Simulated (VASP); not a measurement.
GaCo, 2 atoms in the cell. It takes space group Pm-3m (No. 221, cubic). Conventional cell: a = 2.916 Å, b = 2.916 Å, c = 2.916 Å, α = 90.00°, β = 90.00°, γ = 90.00°. Within 3.3 Å of Ga (site symmetry m-3m) lie 8 Co at 2.53 Å and 6 Ga at 2.92 Å. Within 3.3 Å of Co (site symmetry m-3m) lie 8 Ga at 2.53 Å and 6 Co at 2.92 Å. 

```yaml
Program: VASP 6.6.1
Task: relaxation of cell and atoms
Functional: PBEsol
Potentials_or_basis: VASP PAW PBE potentials, release 64 (Ga_d, Co)
Cutoff: 600 eV
k_mesh: 11 × 11 × 11
Occupations: fermi-dirac, width 0.05 eV
Spin: collinear spin, ferromagnetic start
Starting_moments: "[0.0, 2.0] μB"
Dipole_correction: no
Further_INCAR_settings: ALGO = Normal; EDIFF = 1e-06; IBRION = 2; EDIFFG = -0.005; NSW = 100; ISIF = 3
```

Potentials or basis: VASP PAW PBE potentials, release 64 (Ga_d, Co).

The run is started by

```sh
$ cat potpaw_PBE.64/Ga_d/POTCAR potpaw_PBE.64/Co/POTCAR > POTCAR
$ mpirun -np 1 vasp_std > vasp.out
```

Hardware: 1 thread of Intel(R) Xeon(R) Platinum 8488C (Sapphire Rapids) (shared host).

**Question.** Estimate the wall time of this run.

**Answer.** It took 88 s on 1 thread of Intel(R) Xeon(R) Platinum 8488C (Sapphire Rapids), with other jobs on the host, peak memory 0.19 GiB. Counts: scf iterations 57, k points 56, ion steps 6.
